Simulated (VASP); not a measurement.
Crystal: Te2Mo.

```xyz
3
Lattice="3.5371 0.0000 0.0000 -1.7685 3.0632 0.0000 0.0000 0.0000 7.8269" Properties=species:S:1:pos:R:3 pbc="T T T"
Te    0.0000    2.0421    6.0308
Te    0.0000    2.0421    1.7961
Mo    0.0000    0.0000    0.0000
```

Base run:

```yaml
Program: VASP 6.6.1
Functional: PBE
Potentials_or_basis: VASP PAW PBE potentials, release 64 (Te, Mo_sv)
Cutoff: 520 eV
k_mesh: 12 × 12 × 4
Occupations: fermi-dirac, width 0.02 eV
Spin: no spin polarisation
```

Its results: band gap on the k mesh 1.06 eV (least direct gap 1.07 eV); pressure 1.8 GPa; largest force 0.207 eV/Å.

Problem. The run is repeated on the same cell with these changes: functional from PBE to r2SCAN; occupations from fermi-dirac, width 0.02 eV to gaussian, width 0.01 eV. What comes out?

Solution. Band gap on the k mesh 1.14 eV (least direct gap 1.16 eV); pressure 1.1 GPa; largest force 0.008 eV/Å.

Caveats: spin-orbit coupling is left out, which moves the levels of the heavy elements; this functional lacks dispersion, which binds layers or chains, so the pressure and a relaxed spacing across them are unreliable (at least some runs); the PAW data sets were made with another functional, which shifts forces and pressure a little (at least some runs).

A k mesh can miss the band edges.
